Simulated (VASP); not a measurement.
Here is a VASP 6.6.1 calculation.

POSCAR

```
SnGe2
1.0
    4.1551078834      0.0000000000      0.0000000000
   -2.0775539417      3.5984289825      0.0000000000
    0.0000000000      0.0000000000     10.1462800416
Ge Sn
4 2
Direct
    0.0000000000      0.0000000000      0.8818589599
    0.6666666667      0.3333333333      0.5355174598
    0.3333333333      0.6666666667      0.4644825402
    0.0000000000      0.0000000000      0.1181410401
    0.3333333333      0.6666666667      0.2080188590
    0.6666666667      0.3333333333      0.7919811410
```

The input INCAR.step1:

```
ALGO = Normal ; EDIFF = 1E-4
ENCUT = 520 ; GGA = PE
ISMEAR = -1 ; LASPH = T
LCHARG = F ; LREAL = F
LWAVE = T ; NBANDS = 51
NELM = 100 ; PREC = Accurate
SIGMA = 0.02
```

INCAR.step2

```
ALGO = Normal ; EDIFF = 1E-6
ENCUT = 520 ; ISIF = 2
ISMEAR = -1 ; ISTART = 1
LASPH = T ; LCHARG = T
LELF = T ; LMIXTAU = T
LREAL = F ; LVHAR = T
LWAVE = F ; METAGGA = R2SCAN
NBANDS = 51 ; NELM = 100
PREC = Accurate ; SIGMA = 0.02
```

The input KPOINTS:

```
k-points
0
Gamma
  6 6 2
```

Potentials or basis: VASP PAW PBE potentials, release 64 (Ge_d, Sn_d).

The run is started by

```console
$ cat potpaw_PBE.64/Ge_d/POTCAR potpaw_PBE.64/Sn_d/POTCAR > POTCAR
$ cp INCAR.step1 INCAR
$ mpirun -np 1 vasp_std > vasp.out
$ cp INCAR.step2 INCAR
$ mpirun -np 1 vasp_std > vasp.out
```

(1) Predict the largest force.

(2) What does it give for the band gap on the k mesh?

(3) What does it give for the pressure?

## Answers

(1) 0.082 eV/Å.

(2) zero (bands 42 and 43 overlap by 0.30 eV).

(3) 4.2 GPa.

Caveat: the cell stands under pressure; semilocal functionals underestimate gaps, so a narrow gap can read as zero; the PAW data sets were made with another functional, which shifts forces and pressure a little; spin-orbit coupling is left out, which moves the levels of the heavy elements.
